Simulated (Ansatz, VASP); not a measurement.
**Zn: VASP beside Ansatz**

```xyz
2
Lattice="-2.5538 2.5538 1.2625 2.5538 -2.5538 1.2625 2.5538 2.5538 -1.2625" Properties=species:S:1:pos:R:3 pbc="T T T"
Zn    0.0000   -1.2769   -0.3156
Zn    0.0000    1.2769    0.3156
```

Change from the starting cell: volume scaled by 0.95, norm-conserving files.

Alike in both runs: task single point; functional PBE; k mesh 16 × 16 × 16; occupations fermi-dirac, width 0.1 eV; no spin polarisation.

|  | VASP | Ansatz |
| --- | --- | --- |
| version | VASP 6.6.1 | Ansatz 0.2.0 |
| potentials or method | VASP PAW PBE potentials, release 64 (Zn) | norm-conserving pseudopotentials, scalar-relativistic |
| plane-wave cutoff (eV) | 520 | 1143 |
| valence electrons in the cell | 24 | 40 |

|  | VASP | Ansatz | Ansatz less VASP |
| --- | --- | --- | --- |
| pressure (GPa) | 3.3 | 3.0 | -0.30 |
| traceless stress, the component that is largest in VASP (GPa) | 0.11 | 0.01 | -0.094 |

VASP's potentials hold 24 valence electrons a cell and Ansatz's 40, so a difference there can come from the potentials and not from the codes.
